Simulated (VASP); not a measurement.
# K2MnWO6 (P1) in VASP: single point with BLYP

Aim: the single point of K2MnWO6 with BLYP.

All numbers are computed with VASP 6.6.1; they aren't measurements. Logs are shortened: lines on timing, memory, paths and dates and some standing lists are left out, and cuts for length are marked.

## Step 1: The cell of the first run

The typed cell holds 10 atoms: a = 5.726 Å, b = 5.689 Å, c = 5.732 Å, α = 59.97°, β = 60.20°, γ = 59.65°.

## Step 2: Single point, BLYP

Input file INCAR:

```
SYSTEM = K2MnWO6
PREC = Accurate ; ENCUT = 600
EDIFF = 1E-6 ; ISMEAR = -1
SIGMA = 0.1 ; LREAL = .False.
LASPH = .True. ; NELM = 120
ALGO = Normal ; ISIF = 2
LWAVE = .False. ; LCHARG = .True.
GGA = B5 ; ALDAX = 1.0
AGGAX = 1.0 ; AGGAC = 1.0
ALDAC = 0.0 ; LELF = .True.
LVHAR = .True. ; NBANDS = 52
GGA_COMPAT = .False.
```

Input file KPOINTS:

```
Automatic mesh
0
Gamma
  4 4 4
  0.5 0.5 0
```

Input file POSCAR:

```
K2MnWO6
1.0
   -0.0010550000      4.0402940000      4.0580540000
    4.0138860000      0.0255940000      4.0314040000
    4.0533060000      4.0530640000     -0.0138250000
K O Mn W
2 6 1 1
Direct
    0.2762410000      0.2876710000      0.2243700000
    0.7060610000      0.7830690000      0.7976560000
    0.7769600000      0.2593580000      0.2592490000
    0.2628480000      0.6943650000      0.2691870000
    0.2641150000      0.7579330000      0.7497030000
    0.7556970000      0.2534550000      0.7349220000
    0.2661540000      0.3065740000      0.6927450000
    0.7800070000      0.7522300000      0.2436150000
    0.0310050000      0.9793090000      0.9548110000
    0.4724470000      0.5423080000      0.5177800000
```

Potentials or basis: VASP PAW PBE potentials, release 64 (K_sv, O, Mn_pv, W_sv).

The run is started by

```sh
cat potpaw_PBE.64/K_sv/POTCAR potpaw_PBE.64/O/POTCAR potpaw_PBE.64/Mn_pv/POTCAR potpaw_PBE.64/W_sv/POTCAR > POTCAR
mpirun -np 1 vasp_std > vasp.out
```

OUTCAR:

```text
SYSTEM = K2MnWO6
   PREC = Accurate
   ENCUT = 600
   EDIFF = 1E-6
   ISMEAR = -1
   LREAL = .False.
   LASPH = .True.
   NELM = 120
   ISIF = 2
   GGA = B5

 ion  position               nearest neighbor table
   1  0.276  0.288  0.224-   4 2.41   5 2.70   7 2.71   8 2.73   6 2.79   3 2.85   9 3.21  10 3.32
                             9 3.45  10 3.46  10 3.49   2 3.76   2 3.77
   2  0.706  0.783  0.798-   6 2.66   4 2.67   8 2.70   5 2.76   7 2.78   3 2.83   9 3.19   9 3.21
                            10 3.38  10 3.52  10 3.52  10 3.58   1 3.76   1 3.77
   3  0.777  0.259  0.259-  10 2.19   9 2.37   2 2.83   1 2.85
   4  0.263  0.694  0.269-  10 1.91   9 2.22   1 2.41   2 2.67
   5  0.264  0.758  0.750-   9 1.72  10 1.81   1 2.70   2 2.76
   6  0.756  0.253  0.735-   9 2.01  10 2.04   2 2.66   1 2.79
   7  0.266  0.307  0.693-  10 1.81   9 2.29   1 2.71   2 2.78
   8  0.780  0.752  0.244-   9 1.96  10 2.12   2 2.70   1 2.73
   9  0.031  0.979  0.955-   5 1.72   8 1.96   6 2.01   4 2.22   7 2.29   3 2.37   2 3.19   2 3.21
                             1 3.21   1 3.45
  10  0.472  0.542  0.518-   5 1.81   7 1.81   4 1.91   6 2.04   8 2.12   3 2.19   1 3.32   2 3.38
                             1 3.46   1 3.49   2 3.52   2 3.52   2 3.58

  LATTYP: Found a triclinic cell.
 ALAT       =     9.8190164617
 B/A-ratio  =     0.5782530429
 C/A-ratio  =     0.5837739345
 COS(alpha) =     0.0000711865
 COS(beta)  =     0.2899578171
 COS(gamma) =     0.8635444432

  Lattice vectors:

 A1 = (   8.0288270000,  -3.9891060000,   4.0047540000)
 A2 = (   4.0149410000,  -4.0147000000,  -0.0266500000)
 A3 = (   4.0533060000,   4.0530640000,  -0.0138250000)

Analysis of symmetry for initial positions (statically):
=====================================================================
 Subroutine PRICEL returns:
 Original cell was already a primitive cell.

 Routine SETGRP: Setting up the symmetry group for a
 triclinic supercell.

 Subroutine GETGRP returns: Found  1 space group operations
 (whereof  1 operations were pure point group operations)
 out of a pool of  2 trial point group operations.

The static configuration has the point symmetry C_1 .

Analysis of symmetry for dynamics (positions and initial velocities):
=====================================================================
 Subroutine PRICEL returns:
 Original cell was already a primitive cell.

 Routine SETGRP: Setting up the symmetry group for a
 triclinic supercell.

 Subroutine GETGRP returns: Found  1 space group operations
 (whereof  1 operations were pure point group operations)
 out of a pool of  2 trial point group operations.

The dynamic configuration has the point symmetry C_1 .

 Subroutine INISYM returns: Found  1 space group operations
 (whereof  1 operations are pure point group operations),
 and found     1 'primitive' translations

----------------------------------------------------------------------------------------

                                     Primitive cell

  volume of cell :     131.8595

  direct lattice vectors                    reciprocal lattice vectors
    -0.001055000  4.040294000  4.058054000    -0.123918923  0.124344480  0.122591027
     4.013886000  0.025594000  4.031404000     0.125159011 -0.124742737  0.124229342
     4.053306000  4.053064000 -0.013825000     0.122738146  0.123561930 -0.122989254

  length of vectors
     5.726410655  5.688950174  5.732085872     0.214116812  0.216005689  0.213210130

  position of ions in fractional coordinates (direct lattice)
     0.276241000  0.287671000  0.224370000
     0.706061000  0.783069000  0.797656000
     0.776960000  0.259358000  0.259249000
     0.262848000  0.694365000  0.269187000
     0.264115000  0.757933000  0.749703000
     0.755697000  0.253455000  0.734922000
     0.266154000  0.306574000  0.692745000
     0.780007000  0.752230000  0.243615000
     0.031005000  0.979309000  0.954811000
     0.472447000  0.542308000  0.517780000

  ion indices of the primitive-cell ions
   primitive index   ion index
                 1           1
                 2           2
                 3           3
                 4           4
                 5           5
                 6           6
                 7           7
                 8           8
                 9           9
                10          10

----------------------------------------------------------------------------------------

 KPOINTS: Automatic mesh

Automatic generation of k-mesh.
 Grid dimensions read from file:
 generate k-points for:    4    4    4

 Generating k-lattice:

  Cartesian coordinates                     Fractional coordinates (reciprocal lattice)
    -0.030979731  0.031086120  0.030647757     0.250000000  0.000000000  0.000000000
     0.031289753 -0.031185684  0.031057335    -0.000000000  0.250000000 -0.000000000
     0.030684537  0.030890482 -0.030747314     0.000000000  0.000000000  0.250000000

  Length of vectors
     0.053529203  0.054001422  0.053302533

  Shift w.r.t. Gamma in fractional coordinates (k-lattice)
     0.500000000  0.500000000  0.000000000

 Subroutine IBZKPT returns following result:
 ===========================================

 Found     32 irreducible k-points:

 Following reciprocal coordinates:
            Coordinates               Weight
  0.125000  0.125000 -0.000000      2.000000
  0.375000  0.125000  0.000000      2.000000
 -0.375000  0.125000 -0.000000      2.000000
 -0.125000  0.125000 -0.000000      2.000000
  0.125000  0.375000 -0.000000      2.000000
  0.375000  0.375000 -0.000000      2.000000
[... 16 lines left out ...]
 -0.375000 -0.125000  0.250000      2.000000
 -0.125000 -0.125000  0.250000      2.000000
 [... further k-points ...]
   k-points           NKPTS =     32   k-points in BZ     NKDIM =     32   number of bands    NBANDS=     52
   number of dos      NEDOS =    301   number of ions     NIONS =     10
   total plane-waves  NPLWV = 110592
   dimension x,y,z NGX =    48 NGY =   48 NGZ =   48
   dimension x,y,z NGXF=    96 NGYF=   96 NGZF=   96
   ions per type =               2   6   1   1
   NGX,Y,Z   is equivalent  to a cutoff of  13.94, 14.03, 13.92 a.u.
   NGXF,Y,Z  is equivalent  to a cutoff of  27.87, 28.05, 27.84 a.u.
 SYSTEM =  K2MnWO6
   PREC   = accura    normal or accurate (medium, high low for compatibility)
   ISTART =      0    job   : 0-new  1-cont  2-samecut
   ICHARG =      2    charge: 1-file 2-atom 10-const
   ISPIN  =      1    spin polarized calculation?
   LNONCOLLINEAR =      F non collinear calculations
   LSORBIT =      F    spin-orbit coupling
   LASPH  =      T    aspherical Exc in radial PAW
   ENCUT  =  600.0 eV  44.10 Ry    6.64 a.u.  11.44 11.36 11.45*2*pi/ulx,y,z
   NELM   =    120;   NELMIN=  2; NELMDL= -5     # of ELM steps
   EDIFF  = 0.1E-05   stopping-criterion for ELM
   LREAL  =      F    real-space projection
   EDIFFG = 0.1E-04   stopping-criterion for IOM
   NSW    =      0    number of steps for IOM
   IBRION =     -1    ionic relax: 0-MD 1-quasi-New 2-CG
   NFREE  =      0    steps in history (QN), initial steepest desc. (CG)
   ISIF   =      2    stress and relaxation
   ISYM   =      2    0-nonsym 1-usesym 2-fastsym
   POTIM  = 0.5000    time-step for ionic-motion
   TEBEG  =    0.0;   TEEND  =   0.0 temperature during run
   PSTRESS=    0.0 pullay stress
   NELECT =      81.0000    total number of electrons
   NUPDOWN=      -1.0000    fix difference up-down
   EMIN   =  10.00;   EMAX   =-10.00  energy-range for DOS
   EFERMI =   0.00;   METHOD = LEGACY
   ISMEAR =    -1;   SIGMA  =   0.10  broadening in eV -4-tet -1-fermi 0-gaus
   EFERMI_NEDOS =   21; number of points for ismear=-14 and -15
   IALGO  =     38    algorithm
   IMIX   =      4    mixing-type and parameters
     AMIX     =   0.40;   BMIX     =  1.00
     AMIX_MAG =   1.60;   BMIX_MAG =  1.00
  volume/ion in A,a.u.               =      13.19        88.98
  Fermi-wavevector in a.u.,A,eV,Ry     =   1.391658  2.629853 26.350582  1.936713
  Thomas-Fermi vector in A             =   2.515476
   LORBIT       =      0    0 simple, 1 ext, 2 COOP (PROOUT), +10 PAW based schemes
   GGA     = B5    functional components
   LHFCALC =     F    Hartree Fock is set to
   AEXX    =    0.0000 exact exchange contribution
   IVDW    =     0    specifies the selected vdW correction
   LEPSILON=     F    determine dielectric tensor
   LRPA    =     F    only Hartree local field effects (RPA)
 non-spin polarized calculation
  energy-cutoff  :      600.00
  volume of cell :      131.86
 maximum number of plane-waves:      4424
 NGX is ok and might be reduce to    48
   NGX = 23   NGY = 23   NGZ = 23

 number of electron      81.0000004 magnetization

 Free energy of the ion-electron system (eV)
  ---------------------------------------------------
  ext. energy  EPLUGINS =         0.00000000
  ---------------------------------------------------
  free energy    TOTEN  =       -65.21099434 eV

  energy without entropy =      -64.90323722  energy(sigma->0) =      -65.05711578

 E-fermi :   2.8992     XC(G=0): -10.0905

 val. band max:        2.8980589817   @ k =  -0.1250  -0.1250   0.2500
 cond. band min:       2.9032355285   @ k =   0.1250   0.3750   0.2500
 fundamental gap:      0.0051765468
 Fermi energy:         2.8991716683

 k-point     1 :       0.1250    0.1250   -0.0000
  band No.  band energies     occupation
      1     -72.2366      2.00000
      2     -45.9296      2.00000
      3     -45.6817      2.00000
      4     -45.5936      2.00000
      5     -36.7825      2.00000
      6     -36.6936      2.00000
[... 44 lines left out ...]
     51      10.6199      0.00000
     52      10.9289      0.00000

 k-point     2 :       0.3750    0.1250    0.0000
  band No.  band energies     occupation
      1     -72.2366      2.00000
      2     -45.9296      2.00000
      3     -45.6817      2.00000
      4     -45.5936      2.00000
      5     -36.7825      2.00000
      6     -36.6937      2.00000
[... 44 lines left out ...]
     51      11.0074      0.00000
     52      11.4210      0.00000
[... 1153 lines left out ...]
     51      11.2411      0.00000
     52      11.6923      0.00000

 k-point    24 :      -0.1250   -0.1250    0.2500
  band No.  band energies     occupation
      1     -72.2366      2.00000
      2     -45.9296      2.00000
      3     -45.6817      2.00000
      4     -45.5936      2.00000
      5     -36.7825      2.00000
      6     -36.6938      2.00000
[... 44 lines left out ...]
     51      10.9068      0.00000
     52      11.4156      0.00000

 [... further k-points ...]
[... 5 lines left out ...]
  --------------------------------------------------------------------------------------
  -------------------------------------------------------------------------------------
  Total        7.0060795     -3.8090162     -1.1783521      0.5352710     -2.5097211      1.3631469
  in kB       85.1283239    -46.2819708    -14.3177277      6.5038830    -30.4947080     16.5631027
  external PRESSURE =       8.1762085 kB  Pullay stress =       0.0000000 kB

 VOLUME and BASIS-vectors are now :
 -----------------------------------------------------------------------------
  energy-cutoff  :      600.00
  volume of cell :      131.86
      direct lattice vectors                 reciprocal lattice vectors
    -0.001055000  4.040294000  4.058054000    -0.123918923  0.124344480  0.122591027
     4.013886000  0.025594000  4.031404000     0.125159011 -0.124742737  0.124229342
     4.053306000  4.053064000 -0.013825000     0.122738146  0.123561930 -0.122989254

 POSITION                                       TOTAL-FORCE (eV/Angst)
 -----------------------------------------------------------------------------------
      2.06383      2.03284      2.27762        -0.412145      0.206695     -1.005557
      6.37555      6.10569      6.01107        -0.950624     -0.019443      0.385005
      2.09103      4.19654      4.19494        -0.272345     -0.302230      0.242775
      3.87792      2.17079      3.86220         1.221748     -1.415852      2.951490
      6.08075      4.12510      4.11696         0.622456     -0.297893      0.628746
      3.99541      6.03841      4.07828         0.381961      0.989157      0.291247
      4.03818      3.89093      2.30641         0.290165      1.736656     -3.193604
      4.00599      4.15810      6.19449         0.221670     -0.935164      0.308671
      7.80094      4.02024      4.06061         6.224127     -0.462724     -1.578461
      4.27498      4.02130      4.09632        -7.327013      0.500797      0.969689
 -----------------------------------------------------------------------------------
    total drift:                                0.000695     -0.000288      0.001070

  FREE ENERGIE OF THE ION-ELECTRON SYSTEM (eV)
  ---------------------------------------------------
  free  energy   TOTEN  =       -65.2109943450 eV

  energy  without entropy=      -64.9032372234  energy(sigma->0) =      -65.05711578
```

It took 12 min on 1 thread of AMD EPYC 7R43 (Zen 3), shared host; peak memory 0.41 GiB.

What came out:

* Free energy: -65.2110 eV
* Pressure: 0.8 GPa
* Largest force: 7.408 eV/Å

Forces in eV/Å, atoms in the order of the input:
```
K   -0.412  0.207 -1.006
K   -0.951 -0.019  0.385
O   -0.272 -0.302  0.243
O    1.222 -1.416  2.951
O    0.622 -0.298  0.629
O    0.382  0.989  0.291
O    0.290  1.737 -3.194
O    0.222 -0.935  0.309
Mn   6.224 -0.463 -1.578
W   -7.327  0.501  0.970
```

Levels at points of the mesh, in eV from the Fermi level:
```tsv
k point	band 38	band 39	band 40	band 41	band 42	band 43
(0.12, 0.12, 0.00)	-0.54	-0.37	-0.23	-0.09	-0.06	0.90
```

Caveat: the PAW data sets were made with another functional, which shifts forces and pressure a little; spin-orbit coupling is left out, which moves the levels of the heavy elements; an odd number of electrons without spin polarisation forces a metal; a magnetic or distorted state may lie lower; the run has no spin polarisation, though such a crystal can be magnetic; semilocal functionals often make such compounds metallic where correlation or magnetic order opens a gap, which also shifts bond lengths.
